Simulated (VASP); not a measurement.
# Cr (Im-3m) in VASP: a series of runs

Cr is run at these levels: PBEsol; tasks: single point.

Everything below comes from runs of VASP 6.6.1. Logs are shortened: lines on timing, memory, paths and dates and some standing lists are left out, and cuts for length are marked.

## (1) The cell of the first run

The structure is cubic, space group Im-3m (No. 229). The conventional cell has a = 2.801 Å, b = 2.801 Å, c = 2.801 Å, α = 90.00°, β = 90.00°, γ = 90.00°. Within 3.2 Å of Cr (site symmetry m-3m) lie 14 Cr at 2.43 to 2.80 Å.

## (2) Single point, PBEsol

Input file INCAR:

```
SYSTEM = Cr
PREC = Accurate ; ENCUT = 520
EDIFF = 1E-7 ; ISMEAR = 0
SIGMA = 0.1 ; LREAL = .False.
LASPH = .True. ; NELM = 80
ALGO = Fast ; ISIF = 2
LWAVE = .False. ; LCHARG = .False.
GGA = PS ; NBANDS = 12
```

Input file KPOINTS:

```
regular mesh
0
Gamma
  20 20 20
  0 0 0
```

Input file POSCAR:

```
Cr
1.0
   -1.4006023770      1.4006023770      1.4006023770
    1.4006023770     -1.4006023770      1.4006023770
    1.4006023770      1.4006023770     -1.4006023770
Cr
1
Direct
    0.0000000000      0.0000000000      0.0000000000
```

Potentials or basis: VASP PAW PBE potentials, release 64 (Cr_pv).

Launch:

```
cat potpaw_PBE.64/Cr_pv/POTCAR > POTCAR
mpirun -np 1 vasp_std > vasp.out
```

OUTCAR:

```text
SYSTEM = Cr
   PREC = Accurate
   ENCUT = 520
   EDIFF = 1E-7
   ISMEAR = 0
   LREAL = .False.
   LASPH = .True.
   NELM = 80
   ISIF = 2
   GGA = PS

 ion  position               nearest neighbor table
   1  0.000  0.000  0.000-

  LATTYP: Found a body centered cubic cell.
 ALAT       =     2.8012047540

  Lattice vectors:

 A1 = (  -1.4006023770,   1.4006023770,   1.4006023770)
 A2 = (   1.4006023770,  -1.4006023770,   1.4006023770)
 A3 = (   1.4006023770,   1.4006023770,  -1.4006023770)

Analysis of symmetry for initial positions (statically):
=====================================================================
 Subroutine PRICEL returns:
 Original cell was already a primitive cell.

 Routine SETGRP: Setting up the symmetry group for a
 body centered cubic supercell.

 Subroutine GETGRP returns: Found 48 space group operations
 (whereof 48 operations were pure point group operations)
 out of a pool of 48 trial point group operations.

The static configuration has the point symmetry O_h .

Analysis of symmetry for dynamics (positions and initial velocities):
=====================================================================
 Subroutine PRICEL returns:
 Original cell was already a primitive cell.

 Routine SETGRP: Setting up the symmetry group for a
 body centered cubic supercell.

 Subroutine GETGRP returns: Found 48 space group operations
 (whereof 48 operations were pure point group operations)
 out of a pool of 48 trial point group operations.

The dynamic configuration has the point symmetry O_h .

 Subroutine INISYM returns: Found 48 space group operations
 (whereof 48 operations are pure point group operations),
 and found     1 'primitive' translations

----------------------------------------------------------------------------------------

                                     Primitive cell

  volume of cell :      10.9902

  direct lattice vectors                    reciprocal lattice vectors
    -1.400602377  1.400602377  1.400602377     0.000000000  0.356989256  0.356989256
     1.400602377 -1.400602377  1.400602377     0.356989256  0.000000000  0.356989256
     1.400602377  1.400602377 -1.400602377     0.356989256  0.356989256  0.000000000

  length of vectors
     2.425914478  2.425914478  2.425914478     0.504859047  0.504859047  0.504859047

  position of ions in fractional coordinates (direct lattice)
     0.000000000  0.000000000  0.000000000

  ion indices of the primitive-cell ions
   primitive index   ion index
                 1           1

----------------------------------------------------------------------------------------

 KPOINTS: regular mesh

Automatic generation of k-mesh.
 Grid dimensions read from file:
 generate k-points for:   20   20   20

 Generating k-lattice:

  Cartesian coordinates                     Fractional coordinates (reciprocal lattice)
     0.000000000  0.017849463  0.017849463     0.050000000  0.000000000  0.000000000
     0.017849463  0.000000000  0.017849463     0.000000000  0.050000000  0.000000000
     0.017849463  0.017849463  0.000000000     0.000000000  0.000000000  0.050000000

  Length of vectors
     0.025242952  0.025242952  0.025242952

  Shift w.r.t. Gamma in fractional coordinates (k-lattice)
     0.000000000  0.000000000  0.000000000

 Subroutine IBZKPT returns following result:
 ===========================================

 Found    256 irreducible k-points:

 Following reciprocal coordinates:
            Coordinates               Weight
  0.000000  0.000000  0.000000      1.000000
  0.050000  0.000000  0.000000     12.000000
  0.100000  0.000000  0.000000     12.000000
  0.150000  0.000000  0.000000     12.000000
  0.200000  0.000000  0.000000     12.000000
  0.250000  0.000000  0.000000     12.000000
[... 16 lines left out ...]
  0.200000  0.100000  0.000000     48.000000
  0.250000  0.100000  0.000000     48.000000
 [... further k-points ...]
   k-points           NKPTS =    256   k-points in BZ     NKDIM =    256   number of bands    NBANDS=     12
   number of dos      NEDOS =    301   number of ions     NIONS =      1
   total plane-waves  NPLWV =   5832
   dimension x,y,z NGX =    18 NGY =   18 NGZ =   18
   dimension x,y,z NGXF=    36 NGYF=   36 NGZF=   36
   ions per type =               1
   NGX,Y,Z   is equivalent  to a cutoff of  12.34, 12.34, 12.34 a.u.
   NGXF,Y,Z  is equivalent  to a cutoff of  24.67, 24.67, 24.67 a.u.
 SYSTEM =  Cr
   PREC   = accura    normal or accurate (medium, high low for compatibility)
   ISTART =      0    job   : 0-new  1-cont  2-samecut
   ICHARG =      2    charge: 1-file 2-atom 10-const
   ISPIN  =      1    spin polarized calculation?
   LNONCOLLINEAR =      F non collinear calculations
   LSORBIT =      F    spin-orbit coupling
   LASPH  =      T    aspherical Exc in radial PAW
   ENCUT  =  520.0 eV  38.22 Ry    6.18 a.u.   4.51  4.51  4.51*2*pi/ulx,y,z
   NELM   =     80;   NELMIN=  2; NELMDL= -5     # of ELM steps
   EDIFF  = 0.1E-06   stopping-criterion for ELM
   LREAL  =      F    real-space projection
   EDIFFG = 0.1E-05   stopping-criterion for IOM
   NSW    =      0    number of steps for IOM
   IBRION =     -1    ionic relax: 0-MD 1-quasi-New 2-CG
   NFREE  =      0    steps in history (QN), initial steepest desc. (CG)
   ISIF   =      2    stress and relaxation
   ISYM   =      2    0-nonsym 1-usesym 2-fastsym
   POTIM  = 0.5000    time-step for ionic-motion
   TEBEG  =    0.0;   TEEND  =   0.0 temperature during run
   PSTRESS=    0.0 pullay stress
   NELECT =      12.0000    total number of electrons
   NUPDOWN=      -1.0000    fix difference up-down
   EMIN   =  10.00;   EMAX   =-10.00  energy-range for DOS
   EFERMI =   0.00;   METHOD = LEGACY
   ISMEAR =     0;   SIGMA  =   0.10  broadening in eV -4-tet -1-fermi 0-gaus
   EFERMI_NEDOS =   21; number of points for ismear=-14 and -15
   IALGO  =     68    algorithm
   IMIX   =      4    mixing-type and parameters
     AMIX     =   0.40;   BMIX     =  1.00
     AMIX_MAG =   1.60;   BMIX_MAG =  1.00
  volume/ion in A,a.u.               =      10.99        74.17
  Fermi-wavevector in a.u.,A,eV,Ry     =   1.685778  3.185659 38.665684  2.841848
  Thomas-Fermi vector in A             =   2.768561
   LORBIT       =      0    0 simple, 1 ext, 2 COOP (PROOUT), +10 PAW based schemes
   GGA     = PS    functional components
   LHFCALC =     F    Hartree Fock is set to
   AEXX    =    0.0000 exact exchange contribution
   IVDW    =     0    specifies the selected vdW correction
   LEPSILON=     F    determine dielectric tensor
   LRPA    =     F    only Hartree local field effects (RPA)
 non-spin polarized calculation
 RMM-DIIS sequential band-by-band and
 Gauss-broadening in eV      SIGMA  =   0.10
  energy-cutoff  :      520.00
  volume of cell :       10.99
 maximum number of plane-waves:       321
   NGX =  9   NGY =  9   NGZ =  9

 number of electron      12.0000013 magnetization

 Free energy of the ion-electron system (eV)
  ---------------------------------------------------
  ext. energy  EPLUGINS =         0.00000000
  ---------------------------------------------------
  free energy    TOTEN  =       -10.24411440 eV

  energy without entropy =      -10.24091442  energy(sigma->0) =      -10.24251441

 E-fermi :  11.5668     XC(G=0): -14.1287

 val. band max:       11.5623907354   @ k =   0.1000   0.0500   0.0500
 cond. band min:      11.5925933001   @ k =   0.1500   0.0500  -0.0000
 fundamental gap:      0.0302025647
 Fermi energy:        11.5667676479

 k-point     1 :       0.0000    0.0000    0.0000
  band No.  band energies     occupation
      1     -30.9609      2.00000
      2     -30.9609      2.00000
      3     -30.9609      2.00000
      4       3.4891      2.00000
      5      10.5727      2.00000
      6      10.5727      2.00000
      7      10.5727      2.00000
      8      12.7357      0.00000
      9      12.7357      0.00000
     10      18.6663      0.00000
     11      34.2226      0.00000
     12      34.2226      0.00000

 k-point     2 :       0.0500    0.0000    0.0000
  band No.  band energies     occupation
      1     -30.9889      2.00000
      2     -30.9694      2.00000
      3     -30.9611      2.00000
      4       3.6048      2.00000
      5      10.5262      2.00000
      6      10.5654      2.00000
      7      10.6530      2.00000
      8      12.6822      0.00000
      9      12.7388      0.00000
     10      18.6662      0.00000
     11      33.9911      0.00000
     12      34.2055      0.00000

 k-point     3 :       0.1000    0.0000    0.0000
  band No.  band energies     occupation
      1     -31.0696      2.00000
      2     -30.9938      2.00000
      3     -30.9617      2.00000
      4       3.9430      2.00000
      5      10.3934      2.00000
      6      10.5325      2.00000
      7      10.8896      2.00000
      8      12.5512      0.00000
      9      12.7495      0.00000
     10      18.6662      0.00000
     11      33.3105      0.00000
     12      34.0713      0.00000
[... 286 lines left out ...]
 k-point    23 :       0.2000    0.1000    0.0000
  band No.  band energies     occupation
      1     -31.5483      2.00000
      2     -31.1352      2.00000
      3     -30.9998      2.00000
      4       6.1456      2.00000
      5       9.6868      2.00000
      6       9.9676      2.00000
      7      12.2392      0.00000
      8      12.7115      0.00000
      9      13.0107      0.00000
     10      18.6660      0.00000
     11      29.0748      0.00000
     12      31.1194      0.00000

 k-point    24 :       0.2500    0.1000    0.0000
  band No.  band energies     occupation
      1     -31.6940      2.00000
      2     -31.1954      2.00000
      3     -31.0028      2.00000
      4       6.7415      2.00000
      5       9.4408      2.00000
      6      10.0276      2.00000
      7      12.3452      0.00000
      8      13.0494      0.00000
      9      13.4476      0.00000
     10      18.6659      0.00000
     11      27.2615      0.00000
     12      30.2568      0.00000

 [... further k-points ...]

------------------------ aborting loop because EDIFF is reached ----------------------------------------

  FORCE on cell =-STRESS in cart. coord.  units (eV):
  Direction    XX          YY          ZZ          XY          YZ          ZX
  --------------------------------------------------------------------------------------
  -------------------------------------------------------------------------------------
  Total        0.2379566      0.2379566      0.2379566      0.0000000      0.0000000     -0.0000000
  in kB       34.6899633     34.6899633     34.6899633      0.0000000      0.0000000     -0.0000000
  external PRESSURE =      34.6899633 kB  Pullay stress =       0.0000000 kB

 VOLUME and BASIS-vectors are now :
 -----------------------------------------------------------------------------
  energy-cutoff  :      520.00
  volume of cell :       10.99
      direct lattice vectors                 reciprocal lattice vectors
    -1.400602377  1.400602377  1.400602377     0.000000000  0.356989256  0.356989256
     1.400602377 -1.400602377  1.400602377     0.356989256  0.000000000  0.356989256
     1.400602377  1.400602377 -1.400602377     0.356989256  0.356989256  0.000000000

 POSITION                                       TOTAL-FORCE (eV/Angst)
 -----------------------------------------------------------------------------------
      0.00000      0.00000      0.00000        -0.000000      0.000000      0.000000
 -----------------------------------------------------------------------------------
    total drift:                                0.000000      0.000000     -0.000000

  FREE ENERGIE OF THE ION-ELECTRON SYSTEM (eV)
  ---------------------------------------------------
  free  energy   TOTEN  =       -10.2441144001 eV

  energy  without entropy=      -10.2409144168  energy(sigma->0) =      -10.24251441
```

Run time: 52 s. Hardware: 1 thread of Intel Xeon 8259CL, shared host; peak memory 0.15 GiB.

What came out:

```yaml
Free_energy: -10.2441 eV
Pressure: 3.5 GPa
Band_gap_on_the_k_mesh: zero (bands 6 and 7 overlap by 3.62 eV)
```

Caveat: the cell stands under pressure; an empty level that is flat over the whole mesh can mark a ghost state of the potentials, or a narrow d or f band; the PAW data sets were made with another functional, which shifts forces and pressure a little; the run has no spin polarisation, though such a crystal can be magnetic. Spin polarisation is off, so any magnetic state and its effect on volume and gap are missing.

## (3) Single point, PBEsol

This run uses another cell than the first one, of 11.18 Å³/atom.

Input file INCAR:

```
SYSTEM = Cr
ALGO = Normal
EDIFF = 1E-6
ENCUT = 520
GGA = PS
ISIF = 2
ISMEAR = 0
LASPH = .TRUE.
LCHARG = .TRUE.
LELF = .TRUE.
LREAL = .FALSE.
LVHAR = .TRUE.
LWAVE = .FALSE.
NBANDS = 12
NELM = 80
PREC = Accurate
SIGMA = 0.1
```

Input file KPOINTS:

```
k-points
0
G
  20 20 20
  0 0 0
```

Input file POSCAR:

```
Cr
1.0
   -1.4087533807      1.4087533807      1.4087533807
    1.4087533807     -1.4087533807      1.4087533807
    1.4087533807      1.4087533807     -1.4087533807
Cr
1
Direct
    0.0000000000      0.0000000000      0.0000000000
```

Potentials or basis: VASP PAW PBE potentials, release 64 (Cr_pv).

Launch:

```
cat potpaw_PBE.64/Cr_pv/POTCAR > POTCAR
mpirun -np 1 vasp_std > vasp.out
```

It took 46 s on 1 thread of Intel Xeon 8259CL, shared host; peak memory 0.14 GiB.

Results (log left out):

- Free energy: -10.2453 eV
- Pressure: -1.6 GPa
- Band gap on the k mesh: zero (bands 6 and 7 overlap by 3.53 eV)

Levels at points of the mesh, in eV from the Fermi level:
| k point | band 2 | band 3 | band 4 | band 5 | band 6 | band 7 | band 8 | band 9 | band 10 | band 11 |
| --- | --- | --- | --- | --- | --- | --- | --- | --- | --- | --- |
| (0.00, 0.00, 0.00) | -42.55 | -42.55 | -8.02 | -0.97 | -0.97 | -0.97 | 1.14 | 1.14 | 7.09 | 22.52 |
| (0.50, 0.00, 0.00) | -42.87 | -42.56 | -4.64 | -2.59 | 1.16 | 1.17 | 1.51 | 2.98 | 7.09 | 10.29 |
| (0.50, 0.50, 0.50) | -43.25 | -43.25 | -4.57 | -4.57 | 2.57 | 2.57 | 2.57 | 7.09 | 10.85 | 10.85 |

Caveat: an empty level that is flat over the whole mesh can mark a ghost state of the potentials, or a narrow d or f band; the PAW data sets were made with another functional, which shifts forces and pressure a little; the run has no spin polarisation, though such a crystal can be magnetic.

## (4) Single point, PBEsol

This run uses another cell than the first one, of 11.10 Å³/atom.

Input file INCAR:

```
SYSTEM = Cr
PREC     = Accurate       ! precision mode
ENCUT    = 520            ! plane-wave cutoff, eV
EDIFF    = 1E-6           ! SCF threshold, eV
ISMEAR   = 0              ! smearing method
SIGMA    = 0.1            ! smearing width, eV
LREAL    = .False.        ! projectors in reciprocal space
LASPH    = .True.         ! aspherical terms in the spheres
NELM     = 60             ! most SCF steps
ALGO     = Normal         ! electronic algorithm
ISIF     = 2              ! what is computed and relaxed
LWAVE    = .False.        ! write WAVECAR
LCHARG   = .False.        ! write CHGCAR
GGA      = PS             ! functional
NBANDS   = 12             ! bands
```

Input file KPOINTS:

```
regular mesh
0
Gamma
  20 20 20
  0 0 0
```

Input file POSCAR:

```
Cr
1.0
   -1.4054158281      1.4054158281      1.4054158281
    1.4054158281     -1.4054158281      1.4054158281
    1.4054158281      1.4054158281     -1.4054158281
Cr
1
Direct
    0.0000000000      0.0000000000      0.0000000000
```

Launch:

```
cat potpaw_PBE.64/Cr_pv/POTCAR > POTCAR
mpirun -np 1 vasp_std > vasp.out
```

Wall time 46 s (1 thread of Intel Xeon 8259CL, shared host); peak memory 0.15 GiB.

The run converged. Its results:

* Free energy: -10.2455 eV
* Pressure: 0.4 GPa
* Band gap on the k mesh: zero (bands 6 and 7 overlap by 3.57 eV)

Levels at points of the mesh, in eV from the Fermi level:
```csv
k point,band 2,band 3,band 4,band 5,band 6,band 7,band 8,band 9,band 10,band 11
"(0.00, 0.00, 0.00)",-42.54,-42.54,-8.04,-0.98,-0.98,-0.98,1.15,1.15,7.09,22.58
"(0.50, 0.00, 0.00)",-42.87,-42.55,-4.67,-2.62,1.17,1.19,1.52,3.01,7.09,10.38
"(0.50, 0.50, 0.50)",-43.26,-43.26,-4.61,-4.61,2.59,2.59,2.59,7.09,10.92,10.92
```

Caveat: the PAW data sets were made with another functional, which shifts forces and pressure a little; the run has no spin polarisation, though such a crystal can be magnetic.

## (5) Overview

| cell | gap on the mesh (eV) | pressure (GPa) |
| --- | --- | --- |
| a = 2.426 Å, angles 109.5°, 1 atom | none | 3.5 |
| a = 2.440 Å, angles 109.5°, 1 atom | none | -1.6 |
| a = 2.434 Å, angles 109.5°, 1 atom | none | 0.4 |

Alike in all rows: task single point; level PBEsol; potentials or basis VASP PAW PBE potentials, release 64 (Cr_pv); no spin polarisation; k mesh 20 × 20 × 20; cutoff (eV) 520; smearing gaussian 0.1 eV.

Caveats: the PAW data sets were made with another functional, which shifts forces and pressure a little; the run has no spin polarisation, though such a crystal can be magnetic; an empty level that is flat over the whole mesh can mark a ghost state of the potentials, or a narrow d or f band (at least some runs); the cell stands under pressure (at least some runs).

Absolute energies hang on the potentials; compare differences alone.
